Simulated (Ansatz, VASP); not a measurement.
# Ni in VASP and in Ansatz

```
CELL_PARAMETERS angstrom
2.35509 0.00000 0.00000
0.00000 2.35509 0.00000
0.00000 0.00000 2.35509
ATOMIC_POSITIONS crystal
Ni 0.00000 0.00000 0.00000
```

Alike in both runs: functional RPBE; k mesh 14 × 14 × 14; occupations fermi-dirac, width 0.05 eV; collinear spin.

Ansatz relaxed the structure, and its values are those at the end. VASP's run is a single point on that final structure, the one shown.

|  | VASP | Ansatz |
| --- | --- | --- |
| version | VASP 6.6.1 | Ansatz 0.2.0 |
| potentials or method | VASP PAW PBE potentials, release 64 (Ni), cutoff 520 eV | plane waves (420 eV) with PAW, scalar-relativistic |
| valence electrons in the cell | 10 | 18 |

|  | VASP | Ansatz | Ansatz less VASP |
| --- | --- | --- | --- |
| pressure (GPa) | -0.1 | 0.0 | +0.04 |
| net moment per atom (μB) | 0.55 | 0.58 | +0.027 |
| size of the moment on the site where the two differ most (μB) | 0.56 | 0.60 | +0.040 |

VASP's potentials were made for PBE, not for RPBE. Site moments also hang on the region over which each program counts them. VASP's potentials hold 10 valence electrons a cell and Ansatz's 18, so a difference there can come from the potentials and not from the codes.
